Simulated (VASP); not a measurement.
The system is Al3SiNO.

```
Al Si N O
1.0
     4.87136    0.00000    0.00000
     0.00000    3.94438    0.00000
    -2.36582    0.00000    4.35022
Al Si N O
3 1 1 1
Direct
  0.16771 0.00000 0.83729
  0.83229 0.00000 0.16271
  0.50000 0.50000 0.00000
  0.00000 0.50000 0.00000
  0.00000 0.50000 0.50000
  0.50000 0.00000 0.50000
```

The cell was generated, and may not be a known phase.

| Property | Result |
| --- | --- |
| Program | VASP 6.6.1 |
| Task | relaxation of cell and atoms |
| Functional | PBE |
| Potentials or basis | VASP PAW PBE potentials, release 64 (Al, Si, N, O) |
| Cutoff | 600 eV |
| k mesh | 4 × 4 × 4 |
| Occupations | gaussian, width 0.1 eV |
| Spin | no spin polarisation |

At the start: pressure 0.3 GPa; volume 13.93 Å³/atom.

Q: Where does the relaxation end?

A: Over 51 steps the energy falls by 826.0 meV/atom and the volume is 14.55 Å³/atom (+4.4 %); space group P2/m (No. 10, to 0.1 Å) before and after.

Step by step:
| step | energy change (eV) | largest force (eV/Å) | pressure (GPa) | volume (Å³) |
| --- | --- | --- | --- | --- |
| 1 | 0.0000 | 2.3193 | 0.34 | 83.59 |
| 3 | -1.1948 | 1.5138 | -2.89 | 83.19 |
| 5 | -1.3759 | 5.0202 | 28.03 | 69.48 |
| 7 | -2.0744 | 2.5831 | 10.52 | 74.27 |
| 9 | -2.7517 | 3.0957 | 13.25 | 74.84 |
| 11 | -2.9846 | 2.8062 | 15.62 | 74.87 |
| 13 | -3.2728 | 1.5026 | 19.56 | 76.45 |
| 15 | -3.6696 | 0.9757 | 14.17 | 79.74 |
| 17 | -4.2712 | 0.4967 | -1.44 | 87.41 |
| 19 | -4.3072 | 0.4852 | -1.89 | 87.65 |
| 21 | -4.3496 | 0.6908 | 2.58 | 84.96 |
| 23 | -4.4044 | 0.2500 | 0.09 | 86.16 |
| 25 | -4.4304 | 0.2610 | -0.04 | 85.83 |
| 27 | -4.4520 | 0.2265 | 0.79 | 85.66 |
| 29 | -4.5657 | 0.2781 | -1.38 | 90.54 |
| 31 | -4.5649 | 0.7626 | -1.12 | 91.61 |
| 33 | -4.5787 | 0.7920 | -1.57 | 92.20 |
| 35 | -4.5906 | 0.9227 | -3.32 | 94.70 |
| 37 | -4.6140 | 0.7966 | -2.74 | 93.69 |
| 39 | -4.7540 | 0.3911 | -3.10 | 92.39 |
| 41 | -4.8955 | 0.4209 | -1.11 | 88.28 |
| 43 | -4.9130 | 0.2483 | 1.29 | 86.31 |
| 45 | -4.9473 | 0.1719 | 0.51 | 86.63 |
| 47 | -4.9518 | 0.1182 | -0.02 | 87.11 |
| 49 | -4.9547 | 0.0647 | 0.20 | 87.33 |
| 51 | -4.9558 | 0.0219 | 0.01 | 87.30 |

Final structure:
```
Al Si N O
1.0
     4.87094    0.00000    1.49847
     0.00000    4.82001    0.00000
    -1.48496    0.00000    3.26164
Al Si N O
3 1 1 1
Direct
  0.25319 0.00000 0.10878
  0.74681 0.00000 0.89122
  0.50000 0.50000 0.00000
  0.00000 0.50000 0.00000
  0.00000 0.50000 0.50000
  0.50000 0.00000 0.50000
```

Caveat: the k points lie up to 0.44 Å⁻¹ apart in the final cell, too coarse for converged energies and pressures of a metal; a cell axis changed by over 15 % at a fixed basis, so the end point is rough.
